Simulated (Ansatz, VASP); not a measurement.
**Two plane-wave programs on Te**

```
CELL_PARAMETERS angstrom
0.00000 2.46692 2.32040
2.46692 0.00000 2.32040
2.46692 2.46692 0.00000
ATOMIC_POSITIONS crystal
Te 0.00000 0.00000 0.00000
```

Change from the starting cell: z stretched by -4 % at fixed volume, PAW files.

Alike in both runs: task electric field gradients; functional PBE; k mesh 14 × 14 × 14; occupations fermi-dirac, width 0.05 eV; no spin polarisation.

|  | VASP | Ansatz |
| --- | --- | --- |
| version | VASP 6.6.1 | Ansatz 0.2.0 |
| potentials or method | VASP PAW PBE potentials, release 64 (Te) | PAW with Ansatz's default frozen-core files, scalar-relativistic |
| plane-wave cutoff (eV) | 400 | 420 |
| valence electrons in the cell | 6 | 16 |

Ansatz gave:

```
pressure (GPa)                                                : 0.1
traceless stress, the component that is largest in VASP (GPa) : -0.89
size of Vzz on the site where it differs most (V/Å²)          : 27.0
```

Estimate VASP's values.

pressure (GPa): 0.0; traceless stress, the component that is largest in VASP (GPa): -0.89; size of Vzz on the site where it differs most (V/Å²): 26.2.

The functional is the same, so the differences come from potentials, cutoffs and numerics. VASP's potentials hold 6 valence electrons a cell and Ansatz's 16, so a difference there can come from the potentials and not from the codes.

Neither program's run includes spin-orbit coupling.
